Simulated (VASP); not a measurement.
# ZrHPb3 (Pm-3m) in VASP: further runs

ZrHPb3 is run at these levels: PBE; tasks: single point, relaxation of cell and atoms.

Everything below comes from runs of VASP 6.6.1. Logs are shortened: lines on timing, memory, paths and dates and some standing lists are left out, and cuts for length are marked.

**1. The cell of the first run**

Symmetry: Pm-3m, No. 221, cubic system. The conventional cell has a = 4.867 Å, b = 4.867 Å, c = 4.867 Å, α = 90.00°, β = 90.00°, γ = 90.00°. Zr (site symmetry m-3m) has 12 Pb at 3.44 Å and 8 H at 4.22 Å within 4.5 Å. H (site symmetry m-3m) has 6 Pb at 2.43 Å within 3.2 Å. Within 3.2 Å of Pb (site symmetry 4/mmm) lie 2 H at 2.43 Å.

**2. Single point, PBE**

INCAR

```
SYSTEM = ZrHPb3
PREC = Accurate
ENCUT = 520
EDIFF = 1E-6
ISMEAR = 0
SIGMA = 0.1
LREAL = .FALSE.
LASPH = .TRUE.
NELM = 100
ALGO = Normal
ISIF = 2
LWAVE = .FALSE.
LCHARG = .FALSE.
GGA = PE
NBANDS = 36
```

KPOINTS

```
regular mesh
0
G
  4 4 4
  0 0 0
```

POSCAR

```
ZrHPb3
1.0
    4.8674151469      0.0000000000      0.0000000000
    0.0000000000      4.8674151469      0.0000000000
    0.0000000000      0.0000000000      4.8674151469
Zr H Pb
1 1 3
Direct
    0.0000000000      0.0000000000      0.0000000000
    0.5000000000      0.5000000000      0.5000000000
    0.0000000000      0.5000000000      0.5000000000
    0.5000000000      0.0000000000      0.5000000000
    0.5000000000      0.5000000000      0.0000000000
```

Potentials or basis: VASP PAW PBE potentials, release 64 (Zr_sv, H, Pb_d).

The run is started by

```sh
$ cat potpaw_PBE.64/Zr_sv/POTCAR potpaw_PBE.64/H/POTCAR potpaw_PBE.64/Pb_d/POTCAR > POTCAR
$ mpirun -np 1 vasp_std > vasp.out
```

OUTCAR:

```text
SYSTEM = ZrHPb3
   PREC = Accurate
   ENCUT = 520
   EDIFF = 1E-6
   ISMEAR = 0
   LREAL = .FALSE.
   LASPH = .TRUE.
   NELM = 100
   ISIF = 2
   GGA = PE

 ion  position               nearest neighbor table
   1  0.000  0.000  0.000-   3 3.44   4 3.44   5 3.44   3 3.44   4 3.44   3 3.44   5 3.44   3 3.44
                             4 3.44   5 3.44   4 3.44   5 3.44
   2  0.500  0.500  0.500-   3 2.43   4 2.43   5 2.43   5 2.43   4 2.43   3 2.43
   3  0.000  0.500  0.500-   2 2.43   2 2.43   4 3.44   5 3.44   1 3.44   5 3.44   1 3.44   4 3.44
                             1 3.44   1 3.44   4 3.44   5 3.44   5 3.44   4 3.44
   4  0.500  0.000  0.500-   2 2.43   2 2.43   3 3.44   5 3.44   1 3.44   5 3.44   1 3.44   3 3.44
                             5 3.44   5 3.44   1 3.44   3 3.44   1 3.44   3 3.44
   5  0.500  0.500  0.000-   2 2.43   2 2.43   3 3.44   4 3.44   1 3.44   3 3.44   4 3.44   1 3.44
                             4 3.44   4 3.44   1 3.44   3 3.44   3 3.44   1 3.44

  LATTYP: Found a simple cubic cell.
 ALAT       =     4.8674151469

  Lattice vectors:

 A1 = (   4.8674151469,   0.0000000000,   0.0000000000)
 A2 = (   0.0000000000,   4.8674151469,   0.0000000000)
 A3 = (   0.0000000000,   0.0000000000,   4.8674151469)

Analysis of symmetry for initial positions (statically):
=====================================================================
 Subroutine PRICEL returns:
 Original cell was already a primitive cell.

 Routine SETGRP: Setting up the symmetry group for a
 simple cubic supercell.

 Subroutine GETGRP returns: Found 48 space group operations
 (whereof 48 operations were pure point group operations)
 out of a pool of 48 trial point group operations.

The static configuration has the point symmetry O_h .

Analysis of symmetry for dynamics (positions and initial velocities):
=====================================================================
 Subroutine PRICEL returns:
 Original cell was already a primitive cell.

 Routine SETGRP: Setting up the symmetry group for a
 simple cubic supercell.

 Subroutine GETGRP returns: Found 48 space group operations
 (whereof 48 operations were pure point group operations)
 out of a pool of 48 trial point group operations.

The dynamic configuration has the point symmetry O_h .

 Subroutine INISYM returns: Found 48 space group operations
 (whereof 48 operations are pure point group operations),
 and found     1 'primitive' translations

----------------------------------------------------------------------------------------

                                     Primitive cell

  volume of cell :     115.3175

  direct lattice vectors                    reciprocal lattice vectors
     4.867415147  0.000000000  0.000000000     0.205447855  0.000000000  0.000000000
     0.000000000  4.867415147  0.000000000     0.000000000  0.205447855  0.000000000
     0.000000000  0.000000000  4.867415147     0.000000000  0.000000000  0.205447855

  length of vectors
     4.867415147  4.867415147  4.867415147     0.205447855  0.205447855  0.205447855

  position of ions in fractional coordinates (direct lattice)
     0.000000000  0.000000000  0.000000000
     0.500000000  0.500000000  0.500000000
     0.000000000  0.500000000  0.500000000
     0.500000000  0.000000000  0.500000000
     0.500000000  0.500000000  0.000000000

  ion indices of the primitive-cell ions
   primitive index   ion index
                 1           1
                 2           2
                 3           3
                 4           4
                 5           5

----------------------------------------------------------------------------------------

 KPOINTS: regular mesh

Automatic generation of k-mesh.
 Grid dimensions read from file:
 generate k-points for:    4    4    4

 Generating k-lattice:

  Cartesian coordinates                     Fractional coordinates (reciprocal lattice)
     0.051361964  0.000000000  0.000000000     0.250000000  0.000000000  0.000000000
     0.000000000  0.051361964  0.000000000     0.000000000  0.250000000  0.000000000
     0.000000000  0.000000000  0.051361964     0.000000000  0.000000000  0.250000000

  Length of vectors
     0.051361964  0.051361964  0.051361964

  Shift w.r.t. Gamma in fractional coordinates (k-lattice)
     0.000000000  0.000000000  0.000000000

 Subroutine IBZKPT returns following result:
 ===========================================

 Found     10 irreducible k-points:

 Following reciprocal coordinates:
            Coordinates               Weight
  0.000000  0.000000  0.000000      1.000000
  0.250000  0.000000  0.000000      6.000000
  0.500000  0.000000  0.000000      3.000000
  0.250000  0.250000  0.000000     12.000000
  0.500000  0.250000  0.000000     12.000000
  0.500000  0.500000  0.000000      3.000000
  0.250000  0.250000  0.250000      8.000000
  0.500000  0.250000  0.250000     12.000000
  0.500000  0.500000  0.250000      6.000000
  0.500000  0.500000  0.500000      1.000000
   k-points           NKPTS =     10   k-points in BZ     NKDIM =     10   number of bands    NBANDS=     36
   number of dos      NEDOS =    301   number of ions     NIONS =      5
   total plane-waves  NPLWV =  46656
   dimension x,y,z NGX =    36 NGY =   36 NGZ =   36
   dimension x,y,z NGXF=    72 NGYF=   72 NGZF=   72
   ions per type =               1   1   3
   NGX,Y,Z   is equivalent  to a cutoff of  12.30, 12.30, 12.30 a.u.
   NGXF,Y,Z  is equivalent  to a cutoff of  24.59, 24.59, 24.59 a.u.
 SYSTEM =  ZrHPb3
   PREC   = accura    normal or accurate (medium, high low for compatibility)
   ISTART =      0    job   : 0-new  1-cont  2-samecut
   ICHARG =      2    charge: 1-file 2-atom 10-const
   ISPIN  =      1    spin polarized calculation?
   LNONCOLLINEAR =      F non collinear calculations
   LSORBIT =      F    spin-orbit coupling
   LASPH  =      T    aspherical Exc in radial PAW
   ENCUT  =  520.0 eV  38.22 Ry    6.18 a.u.   9.05  9.05  9.05*2*pi/ulx,y,z
   NELM   =    100;   NELMIN=  2; NELMDL= -5     # of ELM steps
   EDIFF  = 0.1E-05   stopping-criterion for ELM
   LREAL  =      F    real-space projection
   EDIFFG = 0.1E-04   stopping-criterion for IOM
   NSW    =      0    number of steps for IOM
   IBRION =     -1    ionic relax: 0-MD 1-quasi-New 2-CG
   NFREE  =      0    steps in history (QN), initial steepest desc. (CG)
   ISIF   =      2    stress and relaxation
   ISYM   =      2    0-nonsym 1-usesym 2-fastsym
   POTIM  = 0.5000    time-step for ionic-motion
   TEBEG  =    0.0;   TEEND  =   0.0 temperature during run
   PSTRESS=    0.0 pullay stress
   NELECT =      55.0000    total number of electrons
   NUPDOWN=      -1.0000    fix difference up-down
   EMIN   =  10.00;   EMAX   =-10.00  energy-range for DOS
   EFERMI =   0.00;   METHOD = LEGACY
   ISMEAR =     0;   SIGMA  =   0.10  broadening in eV -4-tet -1-fermi 0-gaus
   EFERMI_NEDOS =   21; number of points for ismear=-14 and -15
   IALGO  =     38    algorithm
   IMIX   =      4    mixing-type and parameters
     AMIX     =   0.40;   BMIX     =  1.00
     AMIX_MAG =   1.60;   BMIX_MAG =  1.00
  volume/ion in A,a.u.               =      23.06       155.64
  Fermi-wavevector in a.u.,A,eV,Ry     =   1.279079  2.417109 22.259714  1.636043
  Thomas-Fermi vector in A             =   2.411585
   LORBIT       =      0    0 simple, 1 ext, 2 COOP (PROOUT), +10 PAW based schemes
   GGA     = PE    functional components
   LHFCALC =     F    Hartree Fock is set to
   AEXX    =    0.0000 exact exchange contribution
   IVDW    =     0    specifies the selected vdW correction
   LEPSILON=     F    determine dielectric tensor
   LRPA    =     F    only Hartree local field effects (RPA)
 non-spin polarized calculation
 Gauss-broadening in eV      SIGMA  =   0.10
  energy-cutoff  :      520.00
  volume of cell :      115.32
 maximum number of plane-waves:      3136
   NGX = 19   NGY = 19   NGZ = 19

 number of electron      55.0000020 magnetization

 Free energy of the ion-electron system (eV)
  ---------------------------------------------------
  ext. energy  EPLUGINS =         0.00000000
  ---------------------------------------------------
  free energy    TOTEN  =       -21.05636190 eV

  energy without entropy =      -21.02552870  energy(sigma->0) =      -21.04094530

 E-fermi :   7.8532     XC(G=0): -10.4901

 val. band max:        7.8238784136   @ k =   0.2500   0.0000   0.0000
 cond. band min:       7.9190856412   @ k =   0.2500   0.2500   0.0000
 fundamental gap:      0.0952072276
 Fermi energy:         7.8532347179

 k-point     1 :       0.0000    0.0000    0.0000
  band No.  band energies     occupation
      1     -42.2997      2.00000
      2     -20.2761      2.00000
      3     -20.2761      2.00000
      4     -20.2761      2.00000
      5      -9.3064      2.00000
      6      -9.2210      2.00000
[... 28 lines left out ...]
     35      11.3175      0.00000
     36      11.8120      0.00000

 k-point     2 :       0.2500    0.0000    0.0000
  band No.  band energies     occupation
      1     -42.2997      2.00000
      2     -20.2796      2.00000
      3     -20.2763      2.00000
      4     -20.2763      2.00000
      5      -9.2503      2.00000
      6      -9.2126      2.00000
[... 28 lines left out ...]
     35      11.4629      0.00000
     36      11.7467      0.00000

 k-point     3 :       0.5000    0.0000    0.0000
  band No.  band energies     occupation
      1     -42.2996      2.00000
      2     -20.2830      2.00000
      3     -20.2764      2.00000
      4     -20.2764      2.00000
      5      -9.2037      2.00000
      6      -9.1704      2.00000
[... 28 lines left out ...]
     35      12.4563      0.00000
     36      13.0877      0.00000
[... 196 lines left out ...]
 k-point     9 :       0.5000    0.5000    0.2500
  band No.  band energies     occupation
      1     -42.2995      2.00000
      2     -20.2811      2.00000
      3     -20.2811      2.00000
      4     -20.2786      2.00000
      5      -9.1152      2.00000
      6      -9.1152      2.00000
[... 28 lines left out ...]
     35      12.6325      0.00000
     36      12.6325      0.00000

 k-point    10 :       0.5000    0.5000    0.5000
  band No.  band energies     occupation
      1     -42.2994      2.00000
      2     -20.2805      2.00000
      3     -20.2805      2.00000
      4     -20.2805      2.00000
      5      -9.1394      2.00000
      6      -9.1394      2.00000
[... 28 lines left out ...]
     35      13.6872      0.00000
     36      13.7606      0.00000

------------------------ aborting loop because EDIFF is reached ----------------------------------------

  FORCE on cell =-STRESS in cart. coord.  units (eV):
  Direction    XX          YY          ZZ          XY          YZ          ZX
  --------------------------------------------------------------------------------------
  -------------------------------------------------------------------------------------
  Total        0.0026447      0.0026447      0.0026447      0.0000000      0.0000000     -0.0000000
  in kB        0.0367451      0.0367451      0.0367451      0.0000000      0.0000000     -0.0000000
  external PRESSURE =       0.0367451 kB  Pullay stress =       0.0000000 kB

 VOLUME and BASIS-vectors are now :
 -----------------------------------------------------------------------------
  energy-cutoff  :      520.00
  volume of cell :      115.32
      direct lattice vectors                 reciprocal lattice vectors
     4.867415147  0.000000000  0.000000000     0.205447855  0.000000000  0.000000000
     0.000000000  4.867415147  0.000000000     0.000000000  0.205447855  0.000000000
     0.000000000  0.000000000  4.867415147     0.000000000  0.000000000  0.205447855

 POSITION                                       TOTAL-FORCE (eV/Angst)
 -----------------------------------------------------------------------------------
      0.00000      0.00000      0.00000         0.000000      0.000000      0.000000
      2.43371      2.43371      2.43371         0.000000      0.000000      0.000000
      0.00000      2.43371      2.43371         0.000000      0.000000      0.000000
      2.43371      0.00000      2.43371         0.000000      0.000000      0.000000
      2.43371      2.43371      0.00000         0.000000      0.000000      0.000000
 -----------------------------------------------------------------------------------
    total drift:                                0.000000      0.000000      0.000000

  FREE ENERGIE OF THE ION-ELECTRON SYSTEM (eV)
  ---------------------------------------------------
  free  energy   TOTEN  =       -21.0563618954 eV

  energy  without entropy=      -21.0255286957  energy(sigma->0) =      -21.04094530
```

Run time: 24 s. Hardware: 1 thread of Intel Xeon 6975P-C (Granite Rapids), shared host; peak memory 0.21 GiB.

What came out:

| Quantity | Value |
| --- | --- |
| Free energy | -21.0564 eV |
| Pressure | 0.0 GPa |

Levels at points of the mesh, in eV from the Fermi level:
| k point | band 23 | band 24 | band 25 | band 26 | band 27 | band 28 | band 29 | band 30 | band 31 | band 32 |
| --- | --- | --- | --- | --- | --- | --- | --- | --- | --- | --- |
| (0.00, 0.00, 0.00) | -2.86 | -2.86 | -2.86 | -2.12 | 0.36 | 0.36 | 0.36 | 0.52 | 0.52 | 2.14 |
| (0.50, 0.00, 0.00) | -2.56 | -2.51 | -2.51 | -1.80 | -1.08 | -0.05 | -0.05 | 0.37 | 0.84 | 1.54 |
| (0.50, 0.50, 0.00) | -4.42 | -3.74 | -1.49 | -1.49 | 0.14 | 0.21 | 0.21 | 0.56 | 0.58 | 1.06 |
| (0.50, 0.50, 0.50) | -6.98 | -3.39 | -3.39 | -3.39 | 0.25 | 0.89 | 0.89 | 1.23 | 1.23 | 1.23 |

Caveat: spin-orbit coupling is left out, which moves the levels of the heavy elements.

**3. Relaxation of cell and atoms, PBE**

This run uses another cell than the first one, of 21.27 Å³/atom, 0.922 times its volume.

INCAR

```
SYSTEM = ZrHPb3
ALGO = Normal
EDIFF = 1E-6
EDIFFG = -0.04
ENCUT = 600
GGA = PE
IBRION = 2
ISIF = 3
ISMEAR = 0
LASPH = .True.
LCHARG = .False.
LREAL = .False.
LWAVE = .False.
NELM = 100
NSW = 90
PREC = Accurate
SIGMA = 0.1
```

KPOINTS

```
k-points
0
Gamma
  4 4 4
  0 0 0
```

POSCAR, as its differences from that of step 2:

```diff
@@ -2,5 +2,5 @@
 1.0
-    4.8674151469      0.0000000000      0.0000000000
-    0.0000000000      4.8674151469      0.0000000000
-    0.0000000000      0.0000000000      4.8674151469
+    4.7379253200      0.0000000000      0.0000000000
+    0.0000000000      4.7379253200      0.0000000000
+    0.0000000000      0.0000000000      4.7379253200
 Zr H Pb
```

Potentials or basis: VASP PAW PBE potentials, release 64 (Zr_sv, H, Pb_d).

The run is started by

```sh
$ cat potpaw_PBE.64/Zr_sv/POTCAR potpaw_PBE.64/H/POTCAR potpaw_PBE.64/Pb_d/POTCAR > POTCAR
$ mpirun -np 1 vasp_std > vasp.out
```

Run time: 72 s. Hardware: 1 thread of Intel Xeon 6975P-C (Granite Rapids), shared host; peak memory 0.27 GiB.

Results (log left out):

| Property | Result |
| --- | --- |
| Free energy | -21.0537 eV |
| Relaxed volume | 23.07 Å³/atom |
| Relaxed cell | a = 4.868 Å, b = 4.868 Å, c = 4.868 Å, α = 90.00°, β = 90.00°, γ = 90.00° |
| Space group after relaxing (to 0.05 Å) | Pm-3m (No. 221) |
| Energy gained by relaxing | 27.4 meV/atom |
| Ionic steps | 3 |
| Pressure after relaxing | 0.0 GPa |

Step by step:
| step | energy change (eV) | largest force (eV/Å) | pressure (GPa) | volume (Å³) |
| --- | --- | --- | --- | --- |
| 1 | 0.0000 | 0.0000 | 5.22 | 106.36 |
| 2 | -0.1316 | 0.0000 | -0.89 | 117.38 |
| 3 | -0.1372 | 0.0000 | 0.01 | 115.36 |

Final structure:
```
Zr H Pb
1.0
     4.86801    0.00000    0.00000
     0.00000    4.86801    0.00000
     0.00000    0.00000    4.86801
Zr H Pb
1 1 3
Direct
  0.00000 0.00000 0.00000
  0.50000 0.50000 0.50000
  0.00000 0.50000 0.50000
  0.50000 0.00000 0.50000
  0.50000 0.50000 0.00000
```

Levels at points of the mesh, in eV from the Fermi level:
```csv
k point,band 25,band 26,band 27,band 28,band 29,band 30
"(0.00, 0.00, 0.00)",-2.86,-2.12,0.36,0.36,0.36,0.51
"(0.50, 0.00, 0.00)",-2.51,-1.79,-1.08,-0.05,-0.05,0.37
"(0.50, 0.50, 0.00)",-1.49,-1.49,0.14,0.21,0.21,0.56
"(0.50, 0.50, 0.50)",-3.39,-3.39,0.25,0.89,0.89,1.23
```

Caveat: spin-orbit coupling is left out, which moves the levels of the heavy elements.
